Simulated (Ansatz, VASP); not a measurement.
# Cu in VASP and in Ansatz

Contents of INCAR:

```
PREC = Accurate ; ENCUT = 520
EDIFF = 1E-6 ; ISMEAR = -1
SIGMA = 0.1 ; LREAL = False
LASPH = True ; NELM = 60
ALGO = Normal ; ISIF = 2
LWAVE = False ; LCHARG = False
GGA = RE ; NBANDS = 30
```

KPOINTS

```
regular mesh
0
Gamma
  16 16 5
```

Contents of POSCAR:

```
Cu
1.0
    2.6570348653      0.0000000000      0.0000000000
   -1.3285174326      2.3010596921      0.0000000000
    0.0000000000      0.0000000000      8.6757147898
Cu
4
Direct
    0.0000000000      0.0000000000      0.0000000000
    0.0000000000      0.0000000000      0.5000000000
    0.3333333333      0.6666666667      0.2500000000
    0.6666666667      0.3333333333      0.7500000000
```

Input for Ansatz:

```yaml
crystal:
  lattice:
    - [2.6570348653, 0.0, 0.0]
    - [-1.3285174326, 2.3010596921, 0.0]
    - [0.0, 0.0, 8.6757147898]
  atoms:
    - { symbol: Cu, position: [0.0, 0.0, 0.0] }
    - { symbol: Cu, position: [0.0, 0.0, 0.5] }
    - { symbol: Cu, position: [0.3333333333, 0.6666666667, 0.25] }
    - { symbol: Cu, position: [0.6666666667, 0.3333333333, 0.75] }
hamiltonian:
  xc: revpbe
  pseudopotentials:
    kind: paw
    azcp:
      Cu: "pseudopotentials/Cu.paw.azcp"
basis:
  ecutwfc: 420
  fft_grid_basis: typed
kpoints:
  mp_grid: { grid: [16, 16, 5], shift: [0, 0, 0] }
magnetization:
  spin_polarized: false
scf:
  occupations: { method: fermi_dirac, width: 0.1 }
  lower_state_search: "off"
output:
  stress: true
```

Alike in both runs: task single point; functional revPBE; k mesh 16 × 16 × 5; occupations fermi-dirac, width 0.1 eV; no spin polarisation.

|  | VASP | Ansatz |
| --- | --- | --- |
| version | VASP 6.6.1 | Ansatz 0.2.0 |
| potentials or method | VASP PAW PBE potentials, release 64 (Cu), cutoff 520 eV | plane waves (420 eV) with PAW, scalar-relativistic |
| valence electrons in the cell | 44 | 76 |

Ansatz gave:

| Quantity | Value |
| --- | --- |
| pressure (GPa) | -8.1 |

Q: Estimate VASP's values.

A: Pressure (GPa): -7.5.

VASP's potentials were made for PBE, not for revPBE. VASP's potentials hold 44 valence electrons a cell and Ansatz's 76, so a difference there can come from the potentials and not from the codes.
